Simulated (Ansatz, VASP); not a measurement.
**One calculation of KF, two programs**

```xyz
2
Lattice="0.1445 2.7406 2.7406 2.7406 0.1445 2.7406 2.7406 2.7406 0.1445" Properties=species:S:1:pos:R:3 pbc="T T T"
K     0.0000    0.0000    0.0000
F     2.8129    2.8129    2.8129
```

Alike in both runs: task single point; functional PBE; k mesh 8 × 8 × 8; occupations gaussian, width 0.05 eV; no spin polarisation.

|  | VASP | Ansatz |
| --- | --- | --- |
| version | VASP 6.6.1 | Ansatz 0.2.0 |
| potentials or method | VASP PAW PBE potentials, release 64 (K_sv, F), cutoff 520 eV | scalar-relativistic, plane waves, PAW |
| valence electrons in the cell | 16 | 16 |

VASP gave:

```
gap on the k mesh at the Fermi level (eV)                     : 6.13
least direct gap on the mesh (eV)                             : 6.13
pressure (GPa)                                                : 1.5
traceless stress, the component that is largest in VASP (GPa) : -0.82
```

Q: Estimate Ansatz's values.

A: gap on the k mesh at the Fermi level (eV): 6.15; least direct gap on the mesh (eV): 6.15; pressure (GPa): 1.5; traceless stress, the component that is largest in VASP (GPa): -0.83.
